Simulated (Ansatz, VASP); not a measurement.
This is a calculation of MoS2 for VASP 6.6.1.

Contents of INCAR:

```
SYSTEM = MoS2
PREC = Accurate
ENCUT = 520
EDIFF = 1E-7
ISMEAR = -1
SIGMA = 0.05
LREAL = .False.
LASPH = .True.
NELM = 80
ALGO = Normal
ISIF = 2
LWAVE = .False.
LCHARG = .False.
GGA = PE
ALDAC = 0.0
AGGAC = 0.0
NBANDS = 35
```

File KPOINTS:

```
Automatic mesh
0
Gamma
  10 10 2
  0 0 0
```

POSCAR

```
MoS2
1.0
    3.1415018360      0.0000000000      0.0000000000
   -1.5707509180      2.7206203960      0.0000000000
    0.0000000000      0.0000000000     21.3776537535
Mo S
2 4
Direct
    0.3333333333      0.6666666667      0.8511602300
    0.6666666667      0.3333333333      0.1488397700
    0.6666666667      0.3333333333      0.7796253900
    0.3333333333      0.6666666667      0.0772510000
    0.6666666667      0.3333333333      0.9227490000
    0.3333333333      0.6666666667      0.2203746100
```

Potentials or basis: VASP PAW PBE potentials, release 64 (Mo_sv, S).

Command:

```sh
$ cat potpaw_PBE.64/Mo_sv/POTCAR potpaw_PBE.64/S/POTCAR > POTCAR
$ mpirun -np 1 vasp_std > vasp.out
```

Q: Translate it to Ansatz 0.2.0. Potentials there: Ansatz PAW.

A: As run (the cutoff follows the program's own potentials):

Contents of input.yaml:

```yaml
crystal:
  lattice:
    - [3.141501836, 0.0, 0.0]
    - [-1.570750918, 2.720620396, 0.0]
    - [0.0, 0.0, 21.3776537535]
  atoms:
    - { symbol: Mo, position: [0.3333333333, 0.6666666667, 0.85116023] }
    - { symbol: Mo, position: [0.6666666667, 0.3333333333, 0.14883977] }
    - { symbol: S, position: [0.6666666667, 0.3333333333, 0.77962539] }
    - { symbol: S, position: [0.3333333333, 0.6666666667, 0.077251] }
    - { symbol: S, position: [0.6666666667, 0.3333333333, 0.922749] }
    - { symbol: S, position: [0.3333333333, 0.6666666667, 0.22037461] }
hamiltonian:
  xc: { exchange: pbe, correlation: none }
  pseudopotentials: { kind: paw }
kpoints:
  mp_grid: { grid: [10, 10, 2] }
scf:
  occupations: { method: fermi_dirac, width: 0.05 }
output:
  forces: true
  stress: true
  eigenvalues: true
```

Potentials or basis: Ansatz PAW.

The run is started by

```bash
$ ansatz run input.yaml --threads 2 --pin off --max-ram 5120MiB --backend cpu --events-out ev --progress --plain --runs-dir out
```

Both were run:

|  | VASP | Ansatz | Ansatz less VASP |
| --- | --- | --- | --- |
| gap on the k mesh at the Fermi level (eV) | 1.47 | 1.45 | -0.016 |
| least direct gap on the mesh (eV) | 2.00 | 2.00 | -0.006 |
| rms of the force components (eV/Å) | 1.025 | 1.037 | +0.0123 |

VASP's potentials were made for PBE, not for PBE exchange alone. Atom by atom the forces differ by 0.012 eV/Å (rms over components). With one functional, cell and mesh, what is left measures potentials, basis and numerics.
